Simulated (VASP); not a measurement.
A run of VASP 6.6.1:

INCAR

```
ALGO     = Normal         # electronic algorithm
EDIFF    = 1E-7           # SCF threshold, eV
ENCUT    = 520            # plane-wave cutoff, eV
GGA      = PS             # functional
ISIF     = 2              # what is computed and relaxed
ISMEAR   = -1             # smearing method
LASPH    = T              # aspherical terms in the spheres
LCHARG   = F              # write CHGCAR
LREAL    = F              # projectors in reciprocal space
LWAVE    = F              # write WAVECAR
NBANDS   = 12             # bands
NELM     = 60             # most SCF steps
PREC     = Accurate       # precision mode
SIGMA    = 0.1            # smearing width, eV
```

KPOINTS

```
k-points
0
Gamma
  12 12 12
```

The input POSCAR:

```
La
1.0
   -2.0014499361      2.0014499361      2.0014499361
    2.0014499361     -2.0014499361      2.0014499361
    2.0014499361      2.0014499361     -2.0014499361
La
1
Direct
    0.0000000000      0.0000000000      0.0000000000
```

Potentials or basis: VASP PAW PBE potentials, release 64 (La).

Command:

```console
$ cat potpaw_PBE.64/La/POTCAR > POTCAR
$ mpirun -np 1 vasp_std > vasp.out
```

Hardware: 1 thread of AMD EPYC 7R13 Processor (Zen 3), on a shared host.

**Question.** How long does it take, and how much memory?

**Answer.** Run time: 26 s on 1 thread of AMD EPYC 7R13 Processor (Zen 3), with other jobs on the host, peak memory 0.16 GiB. Counts: scf iterations 11, k points 72.
